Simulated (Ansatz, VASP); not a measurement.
# Two plane-wave programs on LiF

File INCAR:

```
PREC     = Accurate       # precision mode
ENCUT    = 600            # plane-wave cutoff, eV
EDIFF    = 1E-7           # SCF threshold, eV
ISMEAR   = 0              # smearing method
SIGMA    = 0.02           # smearing width, eV
LREAL    = F              # projectors in reciprocal space
LASPH    = T              # aspherical terms in the spheres
NELM     = 100            # most SCF steps
ALGO     = Normal         # electronic algorithm
ISIF     = 3              # what is computed and relaxed
LWAVE    = F              # write WAVECAR
LCHARG   = F              # write CHGCAR
GGA      = PE             # functional
IBRION   = 2              # ionic algorithm
NSW      = 100            # ionic steps
EDIFFG   = -0.01          # ionic threshold
```

The input KPOINTS:

```
Automatic mesh
0
Gamma
  10 10 10
```

POSCAR

```
LiF
1.0
    0.0000000000      2.0335415485      2.0335415485
    2.0335415485      0.0000000000      2.0335415485
    2.0335415485      2.0335415485      0.0000000000
Li F
1 1
Direct
    0.5000000000      0.5000000000      0.5000000000
    0.0000000000      0.0000000000      0.0000000000
```

Input for Ansatz:

```yaml
crystal:
  lattice:
    - [0.0, 2.0335415485, 2.0335415485]
    - [2.0335415485, 0.0, 2.0335415485]
    - [2.0335415485, 2.0335415485, 0.0]
  atoms:
    - { symbol: Li, position: [0.5, 0.5, 0.5] }
    - { symbol: F, position: [0.0, 0.0, 0.0] }
basis:
  ecutwfc: 420
kpoints:
  mp_grid: { grid: [10, 10, 10] }
hamiltonian:
  xc: pbe
scf:
  occupations: { method: gaussian, width: 0.02 }
output:
  forces: true
  stress: true
  eigenvalues: true
relax:
  adjacent_minimum: "off"
  f_tol: 0.01
  max_steps: 80
  cell: { stress_tol: 0.05 }
```

Change from the starting cell: the structure that the rattled CoSn type (P6/mmm, No. 191) fell into.

Alike in both runs: task relaxation of cell and atoms; functional PBE; k mesh 10 × 10 × 10; occupations gaussian, width 0.02 eV; no spin polarisation.

|  | VASP | Ansatz |
| --- | --- | --- |
| version | VASP 6.6.1 | Ansatz 0.2.0 |
| potentials or method | VASP PAW PBE potentials, release 64 (Li_sv, F), cutoff 600 eV | scalar-relativistic, plane waves, PAW |
| valence electrons in the cell | 10 | 10 |

|  | VASP | Ansatz | Ansatz less VASP |
| --- | --- | --- | --- |
| gap on the k mesh at the Fermi level, each at its own relaxed structure (eV) | 8.92 | 8.84 | -0.089 |
| relaxed volume (Å³/atom) | 8.32 | 8.41 | +0.087 |
| relaxed cell length with the largest relative difference (Å) | 2.866 | 2.876 | +0.0099 |

Noted on VASP's run: the cutoff is short for stress, so the pressure is rough.
